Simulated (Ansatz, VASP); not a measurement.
## One calculation of TiSi, two programs

File POSCAR:

```
TiSi
1.0
    1.7616926600     -2.0540952800      0.0000000000
    1.7616926600      2.0540952800      0.0000000000
    0.0000000000      0.0000000000      3.7468749900
Ti Si
1 1
Direct
    0.5000000000      0.5000000000      0.0000000000
    0.0000000000      0.0000000000      0.5000000000
```

INCAR.step1

```
ALGO = Normal
EDIFF = 1E-4
ENCUT = 520
GGA = PE
ISMEAR = 0
LASPH = T
LCHARG = F
LREAL = F
LWAVE = T
NBANDS = 15
NELM = 60
PREC = Accurate
SIGMA = 0.15
```

File INCAR.step2:

```
ALGO = Normal
EDIFF = 1E-6
ENCUT = 520
ISIF = 2
ISMEAR = 0
ISTART = 1
LASPH = T
LCHARG = F
LMIXTAU = T
LREAL = F
LWAVE = F
METAGGA = R2SCAN
NBANDS = 15
NELM = 60
PREC = Accurate
SIGMA = 0.15
```

Contents of KPOINTS:

```
k-points
0
Gamma
  18 18 12
```

Input for Ansatz:

```yaml
crystal:
  lattice:
    - [1.76169266, -2.05409528, 0.0]
    - [1.76169266, 2.05409528, 0.0]
    - [0.0, 0.0, 3.74687499]
  atoms:
    - { symbol: Ti, position: [0.5, 0.5, 0.0] }
    - { symbol: Si, position: [0.0, 0.0, 0.5] }
basis:
  ecutwfc: 500
kpoints:
  mp_grid: { grid: [18, 18, 12] }
hamiltonian:
  xc: r2scan
scf:
  occupations: { method: gaussian, width: 0.15 }
output:
  forces: true
  stress: true
  eigenvalues: true
```

Change from the starting cell: strain -0.030 along x and y, -0.015 along z, atoms carried along.

Alike in both runs: task single point; functional r2SCAN; k mesh 18 × 18 × 12; occupations gaussian, width 0.15 eV; no spin polarisation.

|  | VASP | Ansatz |
| --- | --- | --- |
| version | VASP 6.6.1 | Ansatz 0.2.0 |
| potentials or method | VASP PAW PBE potentials, release 64 (Ti_sv, Si), cutoff 520 eV | scalar-relativistic, plane waves, PAW |
| valence electrons in the cell | 16 | 16 |

```tsv
	VASP	Ansatz	Ansatz less VASP
gap on the k mesh at the Fermi level (eV)	none	none	-
pressure (GPa)	10.3	9.9	-0.47
traceless stress, the component that is largest in VASP (GPa)	-2.22	-2.31	-0.089
```

VASP's potentials were made for PBE, not for r2SCAN. A gap of «none» marks a metal or a gap that the smearing closes. The functional is the same, so the differences come from potentials, cutoffs and numerics.
